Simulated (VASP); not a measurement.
# Ge (Imma) in VASP: settings compared, part 2 of 2

VASP 6.6.1. The steps go on from the part before.

## 4. Vibrations by perturbation theory, PBEsol

INCAR

```
SYSTEM = Ge
ALGO     = Normal         ! electronic algorithm
EDIFF    = 1E-8           ! SCF threshold, eV
ENCUT    = 500            ! plane-wave cutoff, eV
GGA      = PS             ! functional
GGA_COMPAT= .False.      
IBRION   = 8              ! ionic algorithm
ISIF     = 2              ! what is computed and relaxed
ISMEAR   = -1             ! smearing method
LASPH    = .True.         ! aspherical terms in the spheres
LCHARG   = .False.        ! write CHGCAR
LREAL    = .False.        ! projectors in reciprocal space
LWAVE    = .False.        ! write WAVECAR
NELM     = 120            ! most SCF steps
NSW      = 1              ! ionic steps
PREC     = Accurate       ! precision mode
SIGMA    = 0.05           ! smearing width, eV
```

KPOINTS

```
k-points
0
Gamma
  11 11 11
  0 0 0
```

POSCAR

```
Ge
1.0
   -2.4958980000      2.6508630000      1.4369470000
    2.4958980000     -2.6508630000      1.4369470000
    2.4958980000      2.6508630000     -1.4369470000
Ge
2
Direct
    0.3140570000      0.0640570000      0.2500000000
    0.6859430000      0.9359430000      0.7500000000
```

Potentials or basis: VASP PAW PBE potentials, release 64 (Ge_d).

Launch:

```console
$ cat potpaw_PBE.64/Ge_d/POTCAR > POTCAR
$ mpirun -np 1 vasp_std > vasp.out
```

OUTCAR:

```text
SYSTEM = Ge
   EDIFF = 1E-8
   ENCUT = 500
   GGA = PS
   IBRION = 8
   ISIF = 2
   ISMEAR = -1
   LASPH = .True.
   LREAL = .False.
   NELM = 120
   NSW = 1
   PREC = Accurate

 ion  position               nearest neighbor table
   1  0.314  0.064  0.250-   2 2.68   2 2.68   2 2.72   2 2.72
   2  0.686  0.936  0.750-   1 2.68   1 2.68   1 2.72   1 2.72

  LATTYP: Found a body centered orthorhombic cell.
 ALAT       =     2.8738940000
 B/A-ratio  =     1.7369450648
 C/A-ratio  =     1.8447882907

  Lattice vectors:

 A1 = (   2.4958980000,  -2.6508630000,   1.4369470000)
 A2 = (  -2.4958980000,  -2.6508630000,  -1.4369470000)
 A3 = (   2.4958980000,   2.6508630000,  -1.4369470000)

Analysis of symmetry for initial positions (statically):
=====================================================================
 Subroutine PRICEL returns:
 Original cell was already a primitive cell.

 Routine SETGRP: Setting up the symmetry group for a
 body centered orthorhombic supercell.

 Subroutine GETGRP returns: Found  8 space group operations
 (whereof  4 operations were pure point group operations)
 out of a pool of  8 trial point group operations.

The static configuration has the point symmetry C_2h.
 The point group associated with its full space group is D_2h.

Analysis of symmetry for dynamics (positions and initial velocities):
=====================================================================
 Subroutine PRICEL returns:
 Original cell was already a primitive cell.

[... 708 lines left out ...]

--------------------------------------- Ionic step        5  -------------------------------------------

------------------------ aborting loop because EDIFF is reached ----------------------------------------

--------------------------------------- Ionic step        6  -------------------------------------------

 Free energy of the ion-electron system (eV)
  ---------------------------------------------------
  ---------------------------------------------------
  free energy    TOTEN  =        -0.18446889 eV

  energy without entropy =       -0.18447282

------------------------ aborting loop because EDIFF is reached ----------------------------------------

 INTERNAL STRAIN TENSOR  FOR ION    1  DIRECTION 3   (eV/Angst):
 -----------------------------------------------------------------------------
     1.51143  0.00000  0.00000
     0.00000 -1.83709  0.00000
     0.00000  0.00000  0.69082

 INTERNAL STRAIN TENSOR FOR ION    2 for displacements in x,y,z  (eV/Angst):
          X           Y           Z          XY          YZ          ZX
  --------------------------------------------------------------------------------
  x     0.00000     0.00000     0.00000     0.00000     0.00000    -1.35551
  y     0.00000     0.00000     0.00000     0.00000     0.49251     0.00000
  z    -1.51143     1.83709    -0.69082     0.00000     0.00000     0.00000

 SECOND DERIVATIVES (NOT SYMMETRIZED)
 ------------------------------------
               1X          1Y          1Z          2X          2Y          2Z
  1X    -2.528362    0.000000    0.000000    2.528362    0.000000    0.000000
  1Y     0.000000   -3.819213    0.000000    0.000000    3.819213    0.000000
  1Z     0.000000    0.000000   -0.314535    0.000000    0.000000    0.314535
  2X     2.528362    0.000000    0.000000   -2.528362    0.000000    0.000000
  2Y     0.000000    3.819213    0.000000    0.000000   -3.819213    0.000000
  2Z     0.000000    0.000000    0.314535    0.000000    0.000000   -0.314535

 Eigenvectors and eigenvalues of the dynamical matrix
 ----------------------------------------------------

   1 f  =    5.070542 THz    31.859158 2PiTHz  169.135091 cm-1    20.970069 meV
             X         Y         Z           dx          dy          dz
      0.000000  1.325432  0.184093    -0.000000   -0.707107   -0.000000
      2.495898  1.325432  1.252854     0.000000    0.707107    0.000000
[... 11 lines left out ...]
   4 f  =    0.000000 THz     0.000000 2PiTHz    0.000001 cm-1     0.000000 meV
             X         Y         Z           dx          dy          dz
      0.000000  1.325432  0.184093     0.609765    0.342149   -0.105456
      2.495898  1.325432  1.252854     0.609765    0.342149   -0.105456

   5 f/i=    0.000000 THz     0.000000 2PiTHz    0.000001 cm-1     0.000000 meV
             X         Y         Z           dx          dy          dz
      0.000000  1.325432  0.184093     0.138269   -0.032924    0.692674
      2.495898  1.325432  1.252854     0.138269   -0.032924    0.692674

   6 f/i=    0.000000 THz     0.000000 2PiTHz    0.000002 cm-1     0.000000 meV
             X         Y         Z           dx          dy          dz
      0.000000  1.325432  0.184093     0.330256   -0.617940   -0.095297
      2.495898  1.325432  1.252854     0.330256   -0.617940   -0.095297

--------------------------------------------------------------------------------------------------------

 ELASTIC MODULI CONTR FROM IONIC RELAXATION (kBar)
 Direction    XX          YY          ZZ          XY          YZ          ZX
 --------------------------------------------------------------------------------
 XX        -305.9872    371.9164   -139.8561      0.0000     -0.0000     -0.0000
 YY         371.9164   -452.0510    169.9900      0.0000      0.0000      0.0000
 ZZ        -139.8561    169.9900    -63.9233      0.0000     -0.0000     -0.0000
 XY           0.0000      0.0000      0.0000      0.0000      0.0000      0.0000
 YZ          -0.0000      0.0000     -0.0000      0.0000     -2.6758     -0.0000
 ZX          -0.0000      0.0000     -0.0000      0.0000     -0.0000    -30.6169
 --------------------------------------------------------------------------------
```

stdout:

```text
POSCAR found type information on POSCAR Ge
 POSCAR found :  1 types and       2 ions
 scaLAPACK will be used
 -----------------------------------------------------------------------------
|                                                                             |
|                                                                             |
|     You enforced a specific xc type in the INCAR file but a different       |
|     I HOPE YOU KNOW WHAT YOU ARE DOING!                                     |
|                                                                             |
 -----------------------------------------------------------------------------

 LDA part: xc-table for (Slater+PW92), standard interpolation
 POSCAR, INCAR and KPOINTS ok, starting setup
 FFT: planning ... GRIDC
 FFT: planning ... GRID_SOFT
 FFT: planning ... GRID
 WAVECAR not read
 entering main loop
 Linear response reoptimize wavefunctions to high precision
 Linear response DOF=           3
 Linear response progress:
 first order change of Fermi-energy   0.14013E-04
 force on displaced ion       1 direction 1 :  -2.528  -0.000  -0.000
 Linear response progress:
 first order change of Fermi-energy   0.10178E-04
 force on displaced ion       1 direction 2 :  -0.000  -3.819  -0.000
 Linear response progress:
 first order change of Fermi-energy  -0.10245E+00
 force on displaced ion       1 direction 3 :   0.000   0.000  -0.315
 Linear response finished
```

It took 12 min on 1 thread of Intel Xeon 6975P-C (Granite Rapids), shared host; peak memory 0.53 GiB.

Results:

```
Highest phonon frequency at Γ : 169 cm⁻¹
```

Phonon frequencies in cm⁻¹ (negative: imaginary):
```csv
q point,frequencies
"(0.000, 0.000, 0.000)",0 0 0 49 138 169
```

Caveat: the cell wasn't relaxed at this level first, which shifts response properties.

## 5. Density of states, PBEsol

POSCAR is that of step 4.

INCAR.step1

```
SYSTEM = Ge
  PREC = Accurate
  ENCUT = 520
  EDIFF = 1E-6
  ISMEAR = -1
  SIGMA = 0.05
  LREAL = .FALSE.
  LASPH = .TRUE.
  NELM = 80
  ALGO = Normal
  ISIF = 2
  LWAVE = .FALSE.
  LCHARG = .TRUE.
  GGA = PS
  NBANDS = 21
```

KPOINTS.step1

```
Automatic mesh
0
G
  10 10 10
  0 0 0
```

INCAR.step2

```
SYSTEM = Ge
  PREC = Accurate
  ENCUT = 520
  EDIFF = 1E-6
  ISMEAR = -5
  SIGMA = 0.05
  LREAL = .FALSE.
  LASPH = .TRUE.
  NELM = 80
  ALGO = Normal
  ISIF = 2
  LWAVE = .FALSE.
  LCHARG = .FALSE.
  GGA = PS
  LORBIT = 10
  NBANDS = 21
  NEDOS = 2001
  ICHARG = 11
```

KPOINTS.step2

```
Automatic mesh
0
G
  15 15 15
  0 0 0
```

Launch:

```console
$ cat potpaw_PBE.64/Ge_d/POTCAR > POTCAR
$ cp INCAR.step1 INCAR
$ cp KPOINTS.step1 KPOINTS
$ mpirun -np 1 vasp_std > vasp.out
$ cp INCAR.step2 INCAR
$ cp KPOINTS.step2 KPOINTS
$ mpirun -np 1 vasp_std > vasp.out
```

It took 2.7 min on 1 thread of Intel Xeon Platinum 8559C (Emerald Rapids), shared host; peak memory 0.42 GiB.

It converged, with:

```yaml
Valence_electrons_inside_the_program's_atomic_spheres: Ge 12.24
```

Levels at points of the mesh, in eV from the Fermi level:
```tsv
k point	band 11	band 12	band 13	band 14	band 15	band 16	band 17	band 18
(0.00, 0.00, 0.00)	-13.09	-3.81	-2.34	-1.88	3.45	6.96	7.18	7.90
```
